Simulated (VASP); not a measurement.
**Fe: relaxation of cell and atoms with PBE+D3(BJ)**

Fe:

```
Fe
1.0
    -1.40331    1.40331    1.40331
     1.40331   -1.40331    1.40331
     1.40331    1.40331   -1.40331
Fe
1
Direct
  0.00000 0.00000 0.00000
```

```yaml
Program: VASP 6.6.1
Task: relaxation of cell and atoms
Functional: PBE
Dispersion: D3(BJ)
Potentials_or_basis: VASP PAW PBE potentials, release 64 (Fe)
Cutoff: 600 eV
k_mesh: 20 × 20 × 20
Occupations: gaussian, width 0.1 eV
Spin: collinear spin, ferromagnetic start
Starting_moments: "[2.4] μB"
Dipole_correction: no
Further_INCAR_settings: ALGO = Normal; EDIFF = 1e-06; IBRION = 2; EDIFFG = -0.005; NSW = 100; ISIF = 3
```

```json
{"Relaxed volume": "11.02 Å³/atom", "Relaxed cell": "a = 2.428 Å, b = 2.428 Å, c = 2.428 Å, α = 109.47°, β = 109.47°, γ = 109.47°", "Space group after relaxing (to 0.1 Å)": "Im-3m (No. 229)", "Energy gained by relaxing": "0.1 meV/atom", "Ionic steps": "3", "Pressure after relaxing": "0.0 GPa", "Net moment": "2.12 μB per cell", "Site moments": "Fe +2.11 μB", "Valence electrons inside the program's atomic spheres": "Fe 7.33", "Dispersion energy per atom": "-0.369 eV"}
```

Final structure:
```yaml
crystal:
  lattice:
    - [-1.40184, 1.40184, 1.40184]
    - [1.40184, -1.40184, 1.40184]
    - [1.40184, 1.40184, -1.40184]
  atoms:
    - { symbol: Fe, position: [0.00000, 0.00000, 0.00000] }
```

Levels at points of the mesh, in eV from the Fermi level:
Spin up:
```
           k point  band 2  band 3  band 4  band 5  band 6  band 7  band 8  band 9
(0.00, 0.00, 0.00)   -2.35   -2.35   -2.35   -1.09   -1.09   25.32   25.32   25.32
(0.50, 0.00, 0.00)   -3.49   -1.02   -0.89    0.46    0.51    7.64   18.62   20.71
(0.50, 0.50, 0.50)   -5.03    0.18    0.18    0.18   10.15   10.15   10.15   15.96
```
Spin down:
| k point | band 1 | band 2 | band 3 | band 4 | band 5 | band 6 |
| --- | --- | --- | --- | --- | --- | --- |
| (0.00, 0.00, 0.00) | -8.45 | -0.53 | -0.53 | -0.53 | 1.61 | 1.61 |
| (0.50, 0.00, 0.00) | -3.85 | -1.86 | 0.63 | 1.46 | 1.88 | 2.59 |
| (0.50, 0.50, 0.50) | -3.25 | -3.25 | 2.27 | 2.27 | 2.27 | 10.42 |

It took 55 s on 1 thread of Intel(R) Xeon(R) Platinum 8488C (Sapphire Rapids), with other jobs on the host, peak memory 0.19 GiB.
